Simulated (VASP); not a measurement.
# Ta4Rh (Pm-3m) in VASP: relaxation of cell and atoms with PBE

Aim: the relaxation of cell and atoms of Ta4Rh with PBE.

All numbers are computed with VASP 6.6.1; they aren't measurements. Logs are shortened: lines on timing, memory, paths and dates and some standing lists are left out, and cuts for length are marked.

### 1 The cell of the first run

Symmetry: Pm-3m, No. 221, cubic system. Conventional cell: a = 4.760 Å, b = 4.760 Å, c = 4.760 Å, α = 90.00°, β = 90.00°, γ = 90.00°. Within 4.4 Å of Ta (site symmetry m-3m) lie 12 Ta at 3.37 Å and 8 Rh at 4.12 Å. Ta (site symmetry 4/mmm) has 2 Rh at 2.38 Å within 3.1 Å. Within 3.1 Å of Rh (site symmetry m-3m) lie 6 Ta at 2.38 Å.

The cell was generated, and may not be a known phase.

### 2 Relaxation of cell and atoms, PBE

Input file INCAR:

```
SYSTEM = Ta4Rh
PREC     = Accurate       ! precision mode
ENCUT    = 600            ! plane-wave cutoff, eV
EDIFF    = 1E-6           ! SCF threshold, eV
ISMEAR   = 0              ! smearing method
SIGMA    = 0.1            ! smearing width, eV
LREAL    = .False.        ! projectors in reciprocal space
LASPH    = .True.         ! aspherical terms in the spheres
NELM     = 100            ! most SCF steps
ALGO     = Fast           ! electronic algorithm
ISIF     = 3              ! what is computed and relaxed
LWAVE    = .False.        ! write WAVECAR
LCHARG   = .False.        ! write CHGCAR
GGA      = PE             ! functional
IBRION   = 2              ! ionic algorithm
NSW      = 100            ! ionic steps
EDIFFG   = -0.01          ! ionic threshold
```

Input file KPOINTS:

```
Automatic mesh
0
Gamma
  8 8 8
  0 0 0
```

Input file POSCAR:

```
Ta4Rh
1.0
    4.7595796480      0.0000000000      0.0000000000
    0.0000000000      4.7595796480      0.0000000000
    0.0000000000      0.0000000000      4.7595796480
Ta Rh
4 1
Direct
    0.0000000000      0.0000000000      0.0000000000
    0.5000000000      0.5000000000      0.0000000000
    0.5000000000      0.0000000000      0.5000000000
    0.0000000000      0.5000000000      0.5000000000
    0.5000000000      0.5000000000      0.5000000000
```

Potentials or basis: VASP PAW PBE potentials, release 64 (Ta_pv, Rh_pv).

Command:

```
cat potpaw_PBE.64/Ta_pv/POTCAR potpaw_PBE.64/Rh_pv/POTCAR > POTCAR
mpirun -np 1 vasp_std > vasp.out
```

OUTCAR:

```text
SYSTEM = Ta4Rh
   PREC = Accurate
   ENCUT = 600
   EDIFF = 1E-6
   ISMEAR = 0
   LREAL = .False.
   LASPH = .True.
   NELM = 100
   ISIF = 3
   GGA = PE
   IBRION = 2
   NSW = 100
   EDIFFG = -0.01

 ion  position               nearest neighbor table
   1  0.000  0.000  0.000-   2 3.37   3 3.37   4 3.37   3 3.37   4 3.37   2 3.37   4 3.37   4 3.37
                             2 3.37   3 3.37   3 3.37   2 3.37
   2  0.500  0.500  0.000-   5 2.38   5 2.38   4 3.37   1 3.37   3 3.37   4 3.37   3 3.37   1 3.37
                             3 3.37   3 3.37   1 3.37   4 3.37   4 3.37   1 3.37
   3  0.500  0.000  0.500-   5 2.38   5 2.38   4 3.37   1 3.37   1 3.37   2 3.37   2 3.37   4 3.37
                             2 3.37   2 3.37   1 3.37   4 3.37   1 3.37   4 3.37
   4  0.000  0.500  0.500-   5 2.38   5 2.38   3 3.37   1 3.37   1 3.37   2 3.37   1 3.37   3 3.37
                             1 3.37   2 3.37   3 3.37   2 3.37   2 3.37   3 3.37
   5  0.500  0.500  0.500-   2 2.38   3 2.38   4 2.38   2 2.38   3 2.38   4 2.38

  LATTYP: Found a simple cubic cell.
 ALAT       =     4.7595796480

  Lattice vectors:

 A1 = (   4.7595796480,   0.0000000000,   0.0000000000)
 A2 = (   0.0000000000,   4.7595796480,   0.0000000000)
 A3 = (   0.0000000000,   0.0000000000,   4.7595796480)

Analysis of symmetry for initial positions (statically):
=====================================================================
 Subroutine PRICEL returns:
 Original cell was already a primitive cell.

 Routine SETGRP: Setting up the symmetry group for a
 simple cubic supercell.

 Subroutine GETGRP returns: Found 48 space group operations
 (whereof 48 operations were pure point group operations)
 out of a pool of 48 trial point group operations.

The static configuration has the point symmetry O_h .

Analysis of symmetry for dynamics (positions and initial velocities):
=====================================================================
 Subroutine PRICEL returns:
 Original cell was already a primitive cell.

 Routine SETGRP: Setting up the symmetry group for a
 simple cubic supercell.

 Subroutine GETGRP returns: Found 48 space group operations
 (whereof 48 operations were pure point group operations)
 out of a pool of 48 trial point group operations.

The dynamic configuration has the point symmetry O_h .

 Subroutine INISYM returns: Found 48 space group operations
 (whereof 48 operations are pure point group operations),
 and found     1 'primitive' translations

----------------------------------------------------------------------------------------

                                     Primitive cell

[... 110 lines left out ...]
   EFERMI =   0.00;   METHOD = LEGACY
   ISMEAR =     0;   SIGMA  =   0.10  broadening in eV -4-tet -1-fermi 0-gaus
   EFERMI_NEDOS =   21; number of points for ismear=-14 and -15
   IALGO  =     68    algorithm
   IMIX   =      4    mixing-type and parameters
     AMIX     =   0.40;   BMIX     =  1.00
     AMIX_MAG =   1.60;   BMIX_MAG =  1.00
  volume/ion in A,a.u.               =      21.56       145.52
  Fermi-wavevector in a.u.,A,eV,Ry     =   1.339030  2.530399 24.395256  1.793001
  Thomas-Fermi vector in A             =   2.467454
   LORBIT       =      0    0 simple, 1 ext, 2 COOP (PROOUT), +10 PAW based schemes
   GGA     = PE    functional components
   LHFCALC =     F    Hartree Fock is set to
   AEXX    =    0.0000 exact exchange contribution
   IVDW    =     0    specifies the selected vdW correction
   LEPSILON=     F    determine dielectric tensor
   LRPA    =     F    only Hartree local field effects (RPA)
 conjugate gradient relaxation of ions
 non-spin polarized calculation
 RMM-DIIS sequential band-by-band and
 Gauss-broadening in eV      SIGMA  =   0.10
  energy-cutoff  :      600.00
  volume of cell :      107.82
 maximum number of plane-waves:      3695
 NGX is ok and might be reduce to    40
   NGX = 19   NGY = 19   NGZ = 19

--------------------------------------- Ionic step        1  -------------------------------------------

 number of electron      58.9999988 magnetization

 Free energy of the ion-electron system (eV)
  ---------------------------------------------------
  ext. energy  EPLUGINS =         0.00000000
  ---------------------------------------------------
  free energy    TOTEN  =       -48.50247770 eV

  energy without entropy =      -48.46797258  energy(sigma->0) =      -48.48522514

------------------------ aborting loop because EDIFF is reached ----------------------------------------

  FORCE on cell =-STRESS in cart. coord.  units (eV):
  Direction    XX          YY          ZZ          XY          YZ          ZX
  --------------------------------------------------------------------------------------
  -------------------------------------------------------------------------------------
  Total       -0.2349134     -0.2349134     -0.2349134     -0.0000000     -0.0000000      0.0000000
  in kB       -3.4907007     -3.4907007     -3.4907007     -0.0000000     -0.0000000      0.0000000
  external PRESSURE =      -3.4907007 kB  Pullay stress =       0.0000000 kB
[... 65 lines left out ...]
--------------------------------------- Ionic step        3  -------------------------------------------

 number of electron      58.9999988 magnetization

 Free energy of the ion-electron system (eV)
  ---------------------------------------------------
  ext. energy  EPLUGINS =         0.00000000
  ---------------------------------------------------
  free energy    TOTEN  =       -48.50274196 eV

  energy without entropy =      -48.46828009  energy(sigma->0) =      -48.48551102

 E-fermi :   5.1659     XC(G=0): -11.5479

 val. band max:        5.1657879234   @ k =   0.3750   0.2500   0.1250
 cond. band min:       5.1705067569   @ k =   0.3750   0.3750   0.1250
 fundamental gap:      0.0047188335
 Fermi energy:         5.1659312599

 k-point     1 :       0.0000    0.0000    0.0000
  band No.  band energies     occupation
      1     -42.8324      2.00000
      2     -42.8324      2.00000
      3     -42.8324      2.00000
      4     -29.8780      2.00000
      5     -29.8780      2.00000
      6     -29.8780      2.00000
[... 901 lines left out ...]
     34       5.9325      0.00000
     35       6.1883      0.00000

 [... further k-points ...]

------------------------ aborting loop because EDIFF is reached ----------------------------------------

  FORCE on cell =-STRESS in cart. coord.  units (eV):
  Direction    XX          YY          ZZ          XY          YZ          ZX
  --------------------------------------------------------------------------------------
  -------------------------------------------------------------------------------------
  Total       -0.0020468     -0.0020468     -0.0020468     -0.0000000      0.0000000     -0.0000000
  in kB       -0.0304824     -0.0304824     -0.0304824     -0.0000000      0.0000000     -0.0000000
  external PRESSURE =      -0.0304824 kB  Pullay stress =       0.0000000 kB
[... 20 lines left out ...]
  FREE ENERGIE OF THE ION-ELECTRON SYSTEM (eV)
  ---------------------------------------------------
  free  energy   TOTEN  =       -48.5027419569 eV

  energy  without entropy=      -48.4682800877  energy(sigma->0) =      -48.48551102

 reached required accuracy - stopping structural energy minimisation
```

Run time: 5.3 min. Hardware: 1 thread of AMD EPYC 9R45 (Zen 5), shared host; peak memory 0.31 GiB.

What came out:

| Quantity | Value |
| --- | --- |
| Free energy | -48.5027 eV |
| Relaxed volume | 21.52 Å³/atom |
| Relaxed cell | a = 4.756 Å, b = 4.756 Å, c = 4.756 Å, α = 90.00°, β = 90.00°, γ = 90.00° |
| Space group after relaxing (to 0.1 Å) | Pm-3m (No. 221) |
| Energy gained by relaxing | 0.1 meV/atom |
| Ionic steps | 3 |
| Pressure after relaxing | 0.0 GPa |
| Band gap on the k mesh | zero (an odd number of electrons rules out a gap without spin polarisation) |

Step by step:
| step | energy change (eV) | largest force (eV/Å) | pressure (GPa) | volume (Å³) |
| --- | --- | --- | --- | --- |
| 1 | 0.0000 | 0.0000 | -0.35 | 107.82 |
| 2 | 0.0009 | 0.0000 | 0.76 | 107.09 |
| 3 | -0.0003 | 0.0000 | 0.00 | 107.58 |

Final structure:
```cif
data_structure
_symmetry_space_group_name_H-M 'P 1'
_symmetry_Int_Tables_number 1
_cell_length_a 4.7560
_cell_length_b 4.7560
_cell_length_c 4.7560
_cell_angle_alpha 90.000
_cell_angle_beta 90.000
_cell_angle_gamma 90.000
_cell_volume 107.58
loop_
_atom_site_label
_atom_site_type_symbol
_atom_site_fract_x
_atom_site_fract_y
_atom_site_fract_z
_atom_site_occupancy
Ta1 Ta 0.00000 0.00000 0.00000 1
Ta2 Ta 0.50000 0.50000 0.00000 1
Ta3 Ta 0.50000 0.00000 0.50000 1
Ta4 Ta 0.00000 0.50000 0.50000 1
Rh1 Rh 0.50000 0.50000 0.50000 1
```

Caveat: spin-orbit coupling is left out, which moves the levels of the heavy elements.
